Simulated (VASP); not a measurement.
Set up this calculation in VASP 6.6.1, as the native input.

```
Task                   : single point
Functional             : LDA
Potentials or basis    : VASP PAW LDA potentials, release 64 (Sr_sv, Ti_sv, O)
Cutoff                 : 600 eV
k mesh                 : 8 × 8 × 8
Occupations            : gaussian, width 0.02 eV
Spin                   : no spin polarisation
Dipole correction      : no
Further INCAR settings : ALGO = Normal; EDIFF = 1e-06; NBANDS = 28
```

The structure of SrTiO3 (l.bA) lies in POSCAR:

```
SrTiO3
1.0
    3.8547971428      0.0000000000      0.0000000000
    0.0000000000      3.8547971428      0.0000000000
    0.0000000000      0.0000000000      3.8547971428
Sr Ti O
1 1 3
Direct
    0.0000000000      0.0000000000      0.0000000000
    0.5000000000      0.5000000000      0.5000000000
    0.5000000000      0.5000000000      0.0000000000
    0.0000000000      0.5000000000      0.5000000000
    0.5000000000      0.0000000000      0.5000000000
```

One way to write it, as run:

INCAR

```
PREC = Accurate ; ENCUT = 600
EDIFF = 1E-6 ; ISMEAR = 0
SIGMA = 0.02 ; LREAL = False
LASPH = True ; NELM = 120
ALGO = Normal ; ISIF = 2
LWAVE = False ; LCHARG = False
NBANDS = 28 ; GGA_COMPAT = False
```

KPOINTS

```
regular mesh
0
Gamma
  8 8 8
```

Potentials or basis: VASP PAW LDA potentials, release 64 (Sr_sv, Ti_sv, O).

Command:

```bash
$ cat potpaw_LDA.64/Sr_sv/POTCAR potpaw_LDA.64/Ti_sv/POTCAR potpaw_LDA.64/O/POTCAR > POTCAR
$ mpirun -np 1 vasp_std > vasp.out
```

Results of the run:

The pressure is 0.8 GPa. The band gap on the k mesh is 1.82 eV, indirect (least direct gap 2.15 eV).

Wall time 38 s on 1 thread of Intel(R) Xeon(R) Platinum 8375C CPU @ 2.90GHz (Ice Lake) (shared host), peak memory 0.2 GiB.
